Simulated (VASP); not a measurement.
Write the native input for VASP 6.6.1 that does the following.

```yaml
Task: relaxation of cell and atoms
Functional: PBEsol
Potentials_or_basis: VASP PAW PBE potentials, release 64 (W_sv, C)
Cutoff: 600 eV
k_mesh: 10 × 10 × 9
Occupations: fermi-dirac, width 0.05 eV
Spin: no spin polarisation
Target_pressure: 10 GPa
Dipole_correction: no
Further_INCAR_settings: ALGO = Normal; EDIFF = 1e-06; IBRION = 2; EDIFFG = -0.01; NSW = 80; ISIF = 3
```

The structure of WC (Qusongite) lies in POSCAR:

```
WC
1.0
    2.9065000000      0.0000000000      0.0000000000
   -1.4532500000      2.5171028361      0.0000000000
    0.0000000000      0.0000000000      2.8366000000
W C
1 1
Direct
    0.0000000000      0.0000000000      0.0000000000
    0.6666666667      0.3333333333      0.5000000000
```

These files were run (other wordings do the same):

INCAR

```
ALGO = Normal
EDIFF = 1E-6
EDIFFG = -0.01
ENCUT = 600
GGA = PS
IBRION = 2
ISIF = 3
ISMEAR = -1
LASPH = True
LCHARG = False
LREAL = False
LWAVE = False
NELM = 100
NSW = 80
PREC = Accurate
PSTRESS = 100.0
SIGMA = 0.05
```

KPOINTS

```
k-points
0
Gamma
  10 10 9
```

Potentials or basis: VASP PAW PBE potentials, release 64 (W_sv, C).

Run with:

```sh
$ cat potpaw_PBE.64/W_sv/POTCAR potpaw_PBE.64/C/POTCAR > POTCAR
$ mpirun -np 1 vasp_std > vasp.out
```

It gave:

| Property | Result |
| --- | --- |
| Relaxed volume | 10.08 Å³/atom |
| Relaxed cell | a = 2.878 Å, b = 2.878 Å, c = 2.811 Å, α = 90.00°, β = 90.00°, γ = 120.00° |
| Space group after relaxing (to 0.05 Å) | P-6m2 (No. 187) |
| Energy change on relaxing (the enthalpy is what falls) | +6.8 meV/atom |
| Ionic steps | 10 |
| Pressure after relaxing | 10.0 GPa |
| Band gap on the k mesh | zero (band 9 reaches 12.02 eV, above the bottom of band 10 at 10.76 eV) |

Caveat: the cell is relaxed towards a set pressure, so the enthalpy falls and the energy may rise; the PAW data sets were made with another functional, which shifts forces and pressure a little; spin-orbit coupling is left out, which moves the levels of the heavy elements.

Wall time 60 s on 1 thread of Intel Xeon 6975P-C, on a shared host, peak memory 0.17 GiB.
